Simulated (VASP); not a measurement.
# Mg6HO6 in VASP: single point with PBE+D3(BJ)

Aim: the single point of Mg6HO6 with PBE+D3(BJ).

Program: VASP 6.6.1. These are calculated values, not measurements. Logs are shortened: lines on timing, memory, paths and dates and some standing lists are left out, and cuts for length are marked.

## 1. The cell of the first run

The cell holds a slab with vacuum, 26 atoms: a = 5.951 Å, b = 5.951 Å, c = 24.449 Å, α = 90.00°, β = 90.00°, γ = 120.00°.

## 2. Single point, PBE+D3(BJ)

INCAR

```
SYSTEM = Mg6HO6
ALGO = Normal
DIPOL = 0.5 0.5 0.472
EDIFF = 1E-6
ENCUT = 520
GGA = PE
IDIPOL = 3
ISIF = 2
ISMEAR = 0
IVDW = 12
LASPH = .True.
LCHARG = .False.
LDIPOL = .True.
LREAL = Auto
LWAVE = .False.
NBANDS = 68
NELM = 100
PREC = Accurate
SIGMA = 0.05
```

KPOINTS

```
k-points
0
Gamma
  3 3 1
  0 0 0
```

POSCAR

```
Mg6HO6
1.0
    5.9506164706      0.0000000000      0.0000000000
   -2.9753082353      5.1533850317      0.0000000000
    0.0000000000      0.0000000000     24.4485225033
O Mg H
12 12 2
Direct
    0.1666666667      0.3333333333      0.3272181376
    0.1666666667      0.8333333333      0.3272181376
    0.6666666667      0.3333333333      0.3272181376
    0.6666666667      0.8333333333      0.3272181376
    0.5000000000      0.5000000000      0.4265832015
    0.5000000000      0.0000000000      0.4265832015
    0.0000000000      0.5000000000      0.4265832015
    0.0000000000      0.0000000000      0.4265832015
    0.8332870614      0.6666319751      0.5278108156
    0.8333924796      0.1667974246      0.5278095547
    0.3333400426      0.6666337297      0.5278117760
    0.3333681598      0.1667424845      0.5278034247
    0.3333333333      0.1666666667      0.3769006695
    0.3333333333      0.6666666667      0.3769006695
    0.8333333333      0.1666666667      0.3769006695
    0.8333333333      0.6666666667      0.3769006695
    0.6666533752      0.3333695825      0.4723422039
    0.6666592252      0.8333225244      0.4723480192
    0.1667148666      0.3333715990      0.4723421533
    0.1666660497      0.8333311329      0.4723448014
    0.0000826201      0.5001729270      0.5742650978
   -0.0000411704     -0.0000083951      0.5741805945
    0.5000195399      0.5000421315      0.5742667109
    0.5000200186     -0.0000076635      0.5741869817
    0.2561049204      1.0193501129      0.7460807419
    0.2404865017      0.9867545594      0.7160868562
```

Potentials or basis: VASP PAW PBE potentials, release 64 (O, Mg, H).

Run with:

```console
> cat potpaw_PBE.64/O/POTCAR potpaw_PBE.64/Mg/POTCAR potpaw_PBE.64/H/POTCAR > POTCAR
> mpirun -np 1 vasp_std > vasp.out
```

OUTCAR:

```text
SYSTEM = Mg6HO6
   EDIFF = 1E-6
   ENCUT = 520
   GGA = PE
   ISIF = 2
   ISMEAR = 0
   IVDW = 12
   LASPH = .True.
   LREAL = Auto
   NELM = 100
   PREC = Accurate
 IVDW          = 12

 ion  position               nearest neighbor table
   1  0.167  0.333  0.327-  13 2.10  14 2.10  15 2.10
   2  0.167  0.833  0.327-  14 2.10  13 2.10  16 2.10
   3  0.667  0.333  0.327-  15 2.10  16 2.10  13 2.10
   4  0.667  0.833  0.327-  16 2.10  15 2.10  14 2.10
   5  0.500  0.500  0.427-  17 2.05  19 2.05  18 2.05  13 2.10  16 2.10  14 2.10
   6  0.500  0.000  0.427-  20 2.05  18 2.05  17 2.05  14 2.10  15 2.10  13 2.10
   7  0.000  0.500  0.427-  20 2.05  19 2.05  17 2.05  15 2.10  14 2.10  16 2.10
   8  0.000  0.000  0.427-  20 2.05  18 2.05  19 2.05  16 2.10  13 2.10  15 2.10
   9  0.833  0.667  0.528-  22 2.06  21 2.06  23 2.06  17 2.19  18 2.19  20 2.19
  10  0.833  0.167  0.528-  22 2.06  24 2.06  21 2.06  17 2.19  19 2.19  18 2.19
  11  0.333  0.667  0.528-  24 2.06  21 2.06  23 2.06  19 2.19  18 2.19  20 2.19
  12  0.333  0.167  0.528-  22 2.06  24 2.06  23 2.06  19 2.19  17 2.19  20 2.19
  13  0.333  0.167  0.377-   1 2.10   2 2.10   3 2.10   5 2.10   8 2.10   6 2.10  17 2.90  19 2.90
                            20 2.90  16 2.98  14 2.98  14 2.98  16 2.98  15 2.98  15 2.98
  14  0.333  0.667  0.377-   2 2.10   1 2.10   4 2.10   6 2.10   7 2.10   5 2.10  19 2.90  20 2.90
                            18 2.90  15 2.98  13 2.98  13 2.98  15 2.98  16 2.98  16 2.98
  15  0.833  0.167  0.377-   3 2.10   4 2.10   1 2.10   7 2.10   6 2.10   8 2.10  19 2.90  18 2.90
[... 4 lines left out ...]
                            15 2.90  19 2.97  18 2.98  20 2.98  20 2.98  18 2.98  19 2.98  24 3.03
  18  0.667  0.833  0.472-   5 2.05   6 2.05   8 2.05   9 2.19  11 2.19  10 2.19  14 2.90  16 2.90
                            15 2.90  19 2.97  17 2.98  20 2.98  20 2.98  17 2.98  19 2.98  22 3.02
  19  0.167  0.333  0.472-   5 2.05   7 2.05   8 2.05  12 2.19  11 2.19  10 2.19  14 2.90  13 2.90
                            15 2.90  17 2.97  18 2.97  20 2.98  20 2.98  18 2.98  17 2.98  22 3.03
  20  0.167  0.833  0.472-   7 2.05   6 2.05   8 2.05  11 2.19   9 2.19  12 2.19  14 2.90  16 2.90
                            13 2.90  19 2.98  17 2.98  18 2.98  18 2.98  17 2.98  19 2.98  22 3.02
  21  0.000  0.500  0.574-  11 2.06   9 2.06  10 2.06  24 2.97  22 2.97  23 2.98  23 2.98  22 2.98
                            24 2.98  20 3.03  17 3.03  19 3.03
  22  1.000  1.000  0.574-   9 2.06  10 2.06  12 2.06  21 2.97  24 2.97  23 2.97  23 2.98  24 2.98
                            21 2.98  18 3.02  20 3.02  19 3.03
  23  0.500  0.500  0.574-   9 2.06  11 2.06  12 2.06  22 2.97  24 2.98  21 2.98  21 2.98  24 2.98
                            22 2.98  18 3.03  19 3.03  17 3.03
  24  0.500  1.000  0.574-  11 2.06  10 2.06  12 2.06  21 2.97  22 2.97  23 2.98  23 2.98  22 2.98
                            21 2.98  18 3.02  20 3.03  17 3.03
  25  0.256  0.019  0.746-  26 0.75
  26  0.240  0.987  0.716-  25 0.75

  LATTYP: Found a hexagonal cell.
 ALAT       =     5.9506164706
 C/A-ratio  =     4.1085696959

  Lattice vectors:

 A1 = (   5.9506164706,   0.0000000000,   0.0000000000)
 A2 = (  -2.9753082353,   5.1533850317,   0.0000000000)
 A3 = (   0.0000000000,   0.0000000000,  24.4485225033)

Analysis of symmetry for initial positions (statically):
=====================================================================
 Subroutine PRICEL returns:
 Original cell was already a primitive cell.

 Routine SETGRP: Setting up the symmetry group for a
 hexagonal supercell.

 Subroutine GETGRP returns: Found  1 space group operations
 (whereof  1 operations were pure point group operations)
 out of a pool of 24 trial point group operations.

The static configuration has the point symmetry C_1 .

Analysis of symmetry for dynamics (positions and initial velocities):
=====================================================================
 Subroutine PRICEL returns:
 Original cell was already a primitive cell.

 Routine SETGRP: Setting up the symmetry group for a
 hexagonal supercell.

 Subroutine GETGRP returns: Found  1 space group operations
 (whereof  1 operations were pure point group operations)
 out of a pool of 24 trial point group operations.

The dynamic configuration has the point symmetry C_1 .

 Subroutine INISYM returns: Found  1 space group operations
 (whereof  1 operations are pure point group operations),
 and found     1 'primitive' translations

----------------------------------------------------------------------------------------

                                     Primitive cell

  volume of cell :     749.7339

  direct lattice vectors                    reciprocal lattice vectors
     5.950616471  0.000000000  0.000000000     0.168049816  0.097023606  0.000000000
[... 82 lines left out ...]
     0.000000000  0.000000000  0.000000000

 Subroutine IBZKPT returns following result:
 ===========================================

 Found      5 irreducible k-points:

 Following reciprocal coordinates:
            Coordinates               Weight
  0.000000  0.000000  0.000000      1.000000
  0.333333 -0.000000  0.000000      2.000000
  0.000000  0.333333  0.000000      2.000000
 -0.333333  0.333333  0.000000      2.000000
  0.333333  0.333333  0.000000      2.000000
   k-points           NKPTS =      5   k-points in BZ     NKDIM =      5   number of bands    NBANDS=     68
   number of dos      NEDOS =    301   number of ions     NIONS =     26
   total plane-waves  NPLWV = 442368
   dimension x,y,z NGX =    48 NGY =   48 NGZ =  192
   dimension x,y,z NGXF=    96 NGYF=   96 NGZF=  384
   ions per type =              12  12   2
   NGX,Y,Z   is equivalent  to a cutoff of  13.41, 13.41, 13.06 a.u.
   NGXF,Y,Z  is equivalent  to a cutoff of  26.82, 26.82, 26.11 a.u.
 SYSTEM =  Mg6HO6
   PREC   = accura    normal or accurate (medium, high low for compatibility)
   ISTART =      0    job   : 0-new  1-cont  2-samecut
   ICHARG =      2    charge: 1-file 2-atom 10-const
   ISPIN  =      1    spin polarized calculation?
   LNONCOLLINEAR =      F non collinear calculations
   LSORBIT =      F    spin-orbit coupling
   LASPH  =      T    aspherical Exc in radial PAW
   ENCUT  =  520.0 eV  38.22 Ry    6.18 a.u.  11.06 11.06 45.46*2*pi/ulx,y,z
   NELM   =    100;   NELMIN=  2; NELMDL= -5     # of ELM steps
   EDIFF  = 0.1E-05   stopping-criterion for ELM
   LREAL  =      T    real-space projection
   EDIFFG = 0.1E-04   stopping-criterion for IOM
   NSW    =      0    number of steps for IOM
   IBRION =     -1    ionic relax: 0-MD 1-quasi-New 2-CG
   NFREE  =      0    steps in history (QN), initial steepest desc. (CG)
   ISIF   =      2    stress and relaxation
   ISYM   =      2    0-nonsym 1-usesym 2-fastsym
   POTIM  = 0.5000    time-step for ionic-motion
   TEBEG  =    0.0;   TEEND  =   0.0 temperature during run
   PSTRESS=    0.0 pullay stress
   NELECT =      98.0000    total number of electrons
   NUPDOWN=      -1.0000    fix difference up-down
   EMIN   =  10.00;   EMAX   =-10.00  energy-range for DOS
   EFERMI =   0.00;   METHOD = LEGACY
   ISMEAR =     0;   SIGMA  =   0.05  broadening in eV -4-tet -1-fermi 0-gaus
   EFERMI_NEDOS =   21; number of points for ismear=-14 and -15
   IALGO  =     38    algorithm
   IMIX   =      4    mixing-type and parameters
     AMIX     =   0.40;   BMIX     =  1.00
     AMIX_MAG =   1.60;   BMIX_MAG =  1.00
  volume/ion in A,a.u.               =      28.84       194.59
  Fermi-wavevector in a.u.,A,eV,Ry     =   0.830834  1.570049  9.391908  0.690286
  Thomas-Fermi vector in A             =   1.943619
   LORBIT       =      0    0 simple, 1 ext, 2 COOP (PROOUT), +10 PAW based schemes
   GGA     = PE    functional components
   LHFCALC =     F    Hartree Fock is set to
   AEXX    =    0.0000 exact exchange contribution
   IVDW    =    12    specifies the selected vdW correction
   LEPSILON=     F    determine dielectric tensor
   LRPA    =     F    only Hartree local field effects (RPA)
 non-spin polarized calculation
 Gauss-broadening in eV      SIGMA  =   0.05
  energy-cutoff  :      520.00
  volume of cell :      749.73
 maximum number of plane-waves:     20209
 NGX is ok and might be reduce to    48
   NGX = 23   NGY = 23   NGZ = 91

 dipolmoment           0.000000      0.000000      0.217444 electrons x Angstroem

 number of electron      98.0000009 magnetization

 dipolmoment           0.000000      0.000000     -0.932748 electrons x Angstroem

 Free energy of the ion-electron system (eV)
  ---------------------------------------------------
  ext. energy  EPLUGINS =         0.00000000
  ---------------------------------------------------
  free energy    TOTEN  =      -127.92194873 eV

  energy without entropy =     -127.88766836  energy(sigma->0) =     -127.90480855

 E-fermi :  -3.3427     XC(G=0):  -4.3929

 val. band max:       -3.3783008002   @ k =   0.3333   0.3333   0.0000
 cond. band min:      -3.3269606786   @ k =   0.0000   0.3333   0.0000
 fundamental gap:      0.0513401217
 Fermi energy:        -3.3427255495

 k-point     1 :       0.0000    0.0000    0.0000
  band No.  band energies     occupation
      1     -23.2588      2.00000
      2     -22.3706      2.00000
      3     -22.3704      2.00000
      4     -22.3703      2.00000
      5     -22.1480      2.00000
      6     -21.4009      2.00000
[... 309 lines left out ...]
     60       2.5043      0.00000
     61       2.5360      0.00000
 [bands above 61 left out]

------------------------ aborting loop because EDIFF is reached ----------------------------------------

 vacuum level on the upper side and lower side of the slab       (xc-potential included)        -2.724         2.689

 Edisp (eV)   -5.03425

 E8    (eV) :    -2.0470

  FORCE on cell =-STRESS in cart. coord.  units (eV):
  Direction    XX          YY          ZZ          XY          YZ          ZX
  --------------------------------------------------------------------------------------
  -------------------------------------------------------------------------------------
  Total       2.41175     2.40716     0.06287     0.00009    -0.01583     0.00088
  in kB       5.15390     5.14408     0.13434     0.00019    -0.03382     0.00188
  external pressure =        3.48 kB  Pullay stress =        0.00 kB

 VOLUME and BASIS-vectors are now :
 -----------------------------------------------------------------------------
  energy-cutoff  :      520.00
  volume of cell :      749.73
      direct lattice vectors                 reciprocal lattice vectors
     5.950616471  0.000000000  0.000000000     0.168049816  0.097023606  0.000000000
    -2.975308235  5.153385032  0.000000000     0.000000000  0.194047212  0.000000000
     0.000000000  0.000000000 24.448522503     0.000000000  0.000000000  0.040902267

 POSITION                                       TOTAL-FORCE (eV/Angst)
 -----------------------------------------------------------------------------------
      0.00000      1.71780      8.00000         0.000036     -0.000038      1.312863
     -1.48765      4.29449      8.00000        -0.000017      0.000126      1.312597
      2.97531      1.71780      8.00000        -0.000046     -0.000020      1.312822
      1.48765      4.29449      8.00000         0.000007      0.000075      1.313698
      1.48765      2.57669     10.42933        -0.000054      0.001144      1.419342
      2.97531      0.00000     10.42933         0.000050     -0.000039      1.422143
[... 18 lines left out ...]
      1.46641      0.09972     18.24057         0.000266     -0.010421     -0.023948
     -1.50486      5.08513     17.50727        -0.000107      0.010015      0.020692
 -----------------------------------------------------------------------------------
    total drift:                                0.000243     -0.000930      0.042197

  FREE ENERGIE OF THE ION-ELECTRON SYSTEM (eV)
  ---------------------------------------------------
  free  energy   TOTEN  =      -132.9561944668 eV

  energy  without entropy=     -132.9219140998  energy(sigma->0) =     -132.93905428

 vacuum level on the upper side and lower side of the slab         1.111         6.703
```

Wall time 15 min (1 thread of Intel Xeon 6975P-C (Granite Rapids), shared host); peak memory 0.94 GiB.

What came out:

* Free energy: -132.9562 eV
* Largest force: 2.723 eV/Å
* Band gap on the k mesh: zero (bands 49 and 50 overlap by 0.49 eV)
* Dispersion energy per atom: -0.194 eV

Forces on the atoms (eV/Å):
```
O    0.000  0.000  1.313
O    0.000  0.000  1.313
O    0.000  0.000  1.313
O    0.000  0.000  1.314
O    0.000  0.001  1.419
O    0.000  0.000  1.422
O    0.000  0.001  1.421
O    0.000  0.000  1.422
O    0.000  0.003 -0.030
O    0.000 -0.004 -0.027
O    0.001  0.003 -0.030
O    0.000 -0.002 -0.029
Mg   0.000  0.000 -2.723
Mg   0.000  0.000 -2.723
Mg   0.000  0.000 -2.722
Mg   0.000  0.000 -2.723
Mg   0.003  0.000  0.034
Mg   0.000  0.000  0.030
Mg  -0.003  0.000  0.033
Mg   0.000 -0.001  0.031
Mg   0.000 -0.002 -0.015
Mg   0.002  0.002 -0.012
Mg   0.000 -0.002 -0.016
Mg  -0.002  0.002 -0.012
H    0.000 -0.010 -0.024
H    0.000  0.010  0.021
```

Caveat: the k points lie up to 0.41 Å⁻¹ apart.

The gap in the log of VASP goes by the Fermi energy; the results here count the filled bands.